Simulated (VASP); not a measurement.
# Al2O3 (P-6m2) in VASP: notebook, part 2 of 2

VASP 6.6.1.

## (3) Single point, PBE+D3(BJ)

This run uses another cell than the first one, of 9.57 Å³/atom.

INCAR

```
SYSTEM = Al2O3
PREC = Accurate
ENCUT = 520
EDIFF = 1E-7
ISMEAR = 0
SIGMA = 0.05
LREAL = .False.
LASPH = .True.
NELM = 80
ALGO = Normal
ISIF = 2
LWAVE = .False.
LCHARG = .True.
GGA = PE
IVDW = 12
LELF = .True.
LVHAR = .True.
NBANDS = 20
```

KPOINTS

```
regular mesh
0
Gamma
  9 9 4
  0 0 0
```

POSCAR

```
Al2O3
1.0
    2.8385000000      0.0000000000      0.0000000000
   -1.4192500000      2.4582131086      0.0000000000
    0.0000000000      0.0000000000      6.8585000000
Al O
2 3
Direct
    0.0000000000      0.0000000000      0.1907358529
    0.0000000000      0.0000000000      0.8092641471
    0.3333333333      0.6666666667      0.2840924954
    0.6666666667      0.3333333333      0.0000000000
    0.3333333333      0.6666666667      0.7159075046
```

Potentials or basis: VASP PAW PBE potentials, release 64 (Al, O).

The run is started by

```console
$ cat potpaw_PBE.64/Al/POTCAR potpaw_PBE.64/O/POTCAR > POTCAR
$ mpirun -np 1 vasp_std > vasp.out
```

OUTCAR:

```text
SYSTEM = Al2O3
   PREC = Accurate
   ENCUT = 520
   EDIFF = 1E-7
   ISMEAR = 0
   LREAL = .False.
   LASPH = .True.
   NELM = 80
   ISIF = 2
   GGA = PE
   IVDW = 12
 IVDW          = 12

 ion  position               nearest neighbor table
   1  0.000  0.000  0.191-   3 1.76   3 1.76   3 1.76   4 2.10   4 2.10   4 2.10   2 2.62
   2  0.000  0.000  0.809-   5 1.76   5 1.76   5 1.76   4 2.10   4 2.10   4 2.10   1 2.62
   3  0.333  0.667  0.284-   1 1.76   1 1.76   1 1.76
   4  0.667  0.333  0.000-   1 2.10   2 2.10   1 2.10   2 2.10   1 2.10   2 2.10
   5  0.333  0.667  0.716-   2 1.76   2 1.76   2 1.76

  LATTYP: Found a hexagonal cell.
 ALAT       =     2.8385000000
 C/A-ratio  =     2.4162409723

  Lattice vectors:

 A1 = (   2.8385000000,   0.0000000000,   0.0000000000)
 A2 = (  -1.4192500000,   2.4582131086,   0.0000000000)
 A3 = (   0.0000000000,   0.0000000000,   6.8585000000)

Analysis of symmetry for initial positions (statically):
=====================================================================
 Subroutine PRICEL returns:
 Original cell was already a primitive cell.
[... 178 lines left out ...]

 val. band max:        4.8550885429   @ k =   0.1111   0.1111   0.0000
 cond. band min:       9.5285948940   @ k =   0.0000   0.0000   0.0000
 fundamental gap:      4.6735063511
 Fermi energy:         5.1326544987

 k-point     1 :       0.0000    0.0000    0.0000
  band No.  band energies     occupation
      1     -15.0641      2.00000
      2     -13.3831      2.00000
      3     -12.2460      2.00000
      4      -0.6240      2.00000
      5       1.9431      2.00000
      6       2.5648      2.00000
[... 541 lines left out ...]
     19      18.5166      0.00000
     20      18.9418      0.00000

 [... further k-points ...]

------------------------ aborting loop because EDIFF is reached ----------------------------------------

 Edisp (eV)   -1.05496

 E8    (eV) :    -0.3990

  FORCE on cell =-STRESS in cart. coord.  units (eV):
  Direction    XX          YY          ZZ          XY          YZ          ZX
  --------------------------------------------------------------------------------------
  -------------------------------------------------------------------------------------
  Total       3.34260     3.34260     6.28882     0.00000     0.00000     0.00000
  in kB     111.90690   111.90690   210.54364     0.00000     0.00000     0.00000
  external pressure =      144.79 kB  Pullay stress =        0.00 kB

 VOLUME and BASIS-vectors are now :
 -----------------------------------------------------------------------------
  energy-cutoff  :      520.00
  volume of cell :       47.86
      direct lattice vectors                 reciprocal lattice vectors
     2.838500000  0.000000000  0.000000000     0.352298749  0.203399778  0.000000000
    -1.419250000  2.458213109  0.000000000     0.000000000  0.406799556  0.000000000
     0.000000000  0.000000000  6.858500000     0.000000000  0.000000000  0.145804476

 POSITION                                       TOTAL-FORCE (eV/Angst)
 -----------------------------------------------------------------------------------
      0.00000      0.00000      1.30816         0.000000     -0.000000      0.647139
      0.00000      0.00000      5.55034         0.000000     -0.000000     -0.647139
     -0.00000      1.63881      1.94845        -0.000000     -0.000000      1.029082
      1.41925      0.81940      0.00000         0.000000      0.000000     -0.000000
     -0.00000      1.63881      4.91005        -0.000000      0.000000     -1.029082
 -----------------------------------------------------------------------------------
    total drift:                                0.000000     -0.000000      0.000000

  FREE ENERGIE OF THE ION-ELECTRON SYSTEM (eV)
  ---------------------------------------------------
  free  energy   TOTEN  =       -37.0884687780 eV

  energy  without entropy=      -37.0884687780  energy(sigma->0) =      -37.08846878
```

OSZICAR:

```text
N       E                     dE             d eps       ncg     rms          rms(c)
DAV:   1     0.102552328051E+03    0.10255E+03   -0.12868E+04  1440   0.112E+03
DAV:   2    -0.347738235279E+02   -0.13733E+03   -0.13319E+03  1688   0.255E+02
DAV:   3    -0.406481065522E+02   -0.58743E+01   -0.58568E+01  1880   0.531E+01
DAV:   4    -0.406918008296E+02   -0.43694E-01   -0.43688E-01  1812   0.503E+00
DAV:   5    -0.406924108650E+02   -0.61004E-03   -0.61003E-03  1796   0.569E-01    0.132E+01
DAV:   6    -0.360384085250E+02    0.46540E+01   -0.13972E+01  1604   0.275E+01    0.453E+00
DAV:   7    -0.360381301129E+02    0.27841E-03   -0.61612E-01  1740   0.527E+00    0.256E+00
DAV:   8    -0.360297361723E+02    0.83939E-02   -0.68415E-02  1680   0.249E+00    0.695E-01
DAV:   9    -0.360317894141E+02   -0.20532E-02   -0.16122E-02  1720   0.118E+00    0.199E-01
DAV:  10    -0.360331808115E+02   -0.13914E-02   -0.35819E-03  1632   0.446E-01    0.144E-01
DAV:  11    -0.360334739637E+02   -0.29315E-03   -0.64774E-04  1644   0.275E-01    0.254E-02
DAV:  12    -0.360335054153E+02   -0.31452E-04   -0.89182E-05  1760   0.780E-02    0.111E-02
DAV:  13    -0.360335132901E+02   -0.78748E-05   -0.32993E-05  1624   0.414E-02    0.773E-03
DAV:  14    -0.360335121949E+02    0.10952E-05   -0.28197E-06  1920   0.177E-02    0.263E-03
DAV:  15    -0.360335125194E+02   -0.32446E-06   -0.79621E-07  1624   0.686E-03    0.691E-04
DAV:  16    -0.360335124905E+02    0.28905E-07   -0.56813E-08  1492   0.190E-03
   1 F= -.37088469E+02 E0= -.37088469E+02  d E =-.303527E-16
```

stdout:

```text
POSCAR found type information on POSCAR AlO
 POSCAR found :  2 types and       5 ions
 scaLAPACK will be used
 LDA part: xc-table for (Slater+PW92), standard interpolation
 POSCAR, INCAR and KPOINTS ok, starting setup
 FFT: planning ... GRIDC
 FFT: planning ... GRID_SOFT
 FFT: planning ... GRID
 WAVECAR not read
 entering main loop
```

It took 19 s on 1 thread of AMD EPYC 9R45 (Zen 5), shared host; peak memory 0.17 GiB.

Results:

```yaml
Free_energy: -37.0885 eV
Pressure: 14.5 GPa
Largest_force: 1.029 eV/Å
Band_gap_on_the_k_mesh: 4.67 eV (least direct gap 4.79 eV)
Dispersion_energy_per_atom: -0.211 eV
```

Forces in eV/Å, atoms in the order of the input:
```
Al   0.000  0.000  0.647
Al   0.000  0.000 -0.647
O    0.000  0.000  1.029
O    0.000  0.000  0.000
O    0.000  0.000 -1.029
```

Stress tensor (GPa, compression positive):
```
11.19  0.00  0.00
 0.00 11.19  0.00
 0.00  0.00 21.05
```

Caveat: the cell stands under pressure; an odd mesh through Γ misses points on the zone boundary, where band edges can lie; forces of over 1 eV/Å act on the atoms, so gaps and moduli don't describe the material at rest.
